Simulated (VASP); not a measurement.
A run of VASP 6.6.1:

The input INCAR:

```
PREC = Accurate
ENCUT = 600
EDIFF = 1E-6
ISMEAR = -1
SIGMA = 0.05
LREAL = F
LASPH = T
NELM = 150
ALGO = Normal
ISIF = 3
LWAVE = F
LCHARG = F
ISPIN = 2
MAGMOM = 0.8 0.8
LORBIT = 11
LMAXMIX = 4
GGA = B5
ALDAX = 1.0
AGGAX = 1.0
AGGAC = 1.0
ALDAC = 0.0
IBRION = 2
NSW = 80
EDIFFG = -0.01
```

The input KPOINTS:

```
regular mesh
0
Gamma
  14 14 8
```

The input POSCAR:

```
Ni
1.0
    2.4917559660      0.0000000000      0.0000000000
   -1.2458779830      2.1579239666      0.0000000000
    0.0000000000      0.0000000000      4.0690374925
Ni
2
Direct
    0.3333333333      0.6666666667      0.2500000000
    0.6666666667      0.3333333333      0.7500000000
```

Potentials or basis: VASP PAW PBE potentials, release 64 (Ni).

Launch:

```bash
$ cat potpaw_PBE.64/Ni/POTCAR > POTCAR
$ mpirun -np 1 vasp_std > vasp.out
```

Hardware: 1 thread of Intel(R) Xeon(R) Platinum 8488C (Sapphire Rapids) (shared host).

**Question.** Estimate the wall time of this run.

**Answer.** Run time: 3.5 min on 1 thread of Intel(R) Xeon(R) Platinum 8488C (Sapphire Rapids) (shared host), peak memory 0.21 GiB. Counts: scf iterations 54, k points 120, ion steps 6.
